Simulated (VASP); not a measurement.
A run of VASP 6.6.1 is set up as follows.

INCAR

```
SYSTEM = C
PREC = Accurate ; ENCUT = 520
EDIFF = 1E-6 ; ISMEAR = 0
SIGMA = 0.05 ; LREAL = Auto
LASPH = .True. ; NELM = 60
ALGO = Normal ; ISIF = 2
LWAVE = .False. ; LCHARG = .True.
GGA = PE ; LELF = .True.
LVHAR = .True. ; NBANDS = 43
```

KPOINTS

```
regular mesh
0
Gamma
  6 6 6
  0 0 0
```

POSCAR

```
C
1.0
    3.5715485858      0.0000000000     -3.5715485858
    0.0000000000      3.5715485858     -3.5715485858
    3.5715485858      3.5715485858      0.0000000000
C
15
Direct
    0.2500000000      0.2500000000      0.2500000000
    0.2500000000      0.7500000000      0.7500000000
    0.2500000000      0.7500000000      0.2500000000
    0.7500000000      0.2500000000      0.7500000000
    0.7500000000      0.2500000000      0.2500000000
    0.7500000000      0.7500000000      0.7500000000
    0.7500000000      0.7500000000      0.2500000000
    0.1250000000      0.1250000000      0.1250000000
    0.1250000000      0.1250000000      0.6250000000
    0.1250000000      0.6250000000      0.1250000000
    0.1093750000      0.6718750000      0.6093750000
    0.6250000000      0.1250000000      0.1250000000
    0.6250000000      0.1250000000      0.6250000000
    0.6250000000      0.6250000000      0.1250000000
    0.6250000000      0.6250000000      0.6250000000
```

Potentials or basis: VASP PAW PBE potentials, release 64 (C).

Run with:

```sh
$ cat potpaw_PBE.64/C/POTCAR > POTCAR
$ mpirun -np 1 vasp_std > vasp.out
```

Task: Predict the band gap on the k mesh.

Result: Zero (bands 30 and 31 overlap by 1.83 eV).

Task: Estimate the pressure.

Result: -2.7 GPa.

Task: Estimate the largest force.

Result: 2.280 eV/Å.

Forces on the atoms (eV/Å):
```
C    0.041 -0.041 -0.629
C    0.523  0.563 -0.563
C   -0.563 -0.523 -0.563
C    0.041  0.629  0.041
C   -0.629 -0.041  0.041
C   -0.563  0.563  0.523
C    0.001 -0.001  0.001
C    1.267  1.409  1.267
C   -1.409 -1.267  1.267
C   -0.045  0.045  0.255
C   -0.147  0.147 -0.147
C    0.004 -0.004  0.004
C    1.267 -1.267 -1.409
C    0.255  0.045 -0.045
C   -0.045 -0.255 -0.045
```

Caveat: the cell differs from its parent crystal (atoms taken out, atom 11 moved -0.125 of the way to it and +0.000 Å across, host rigid).
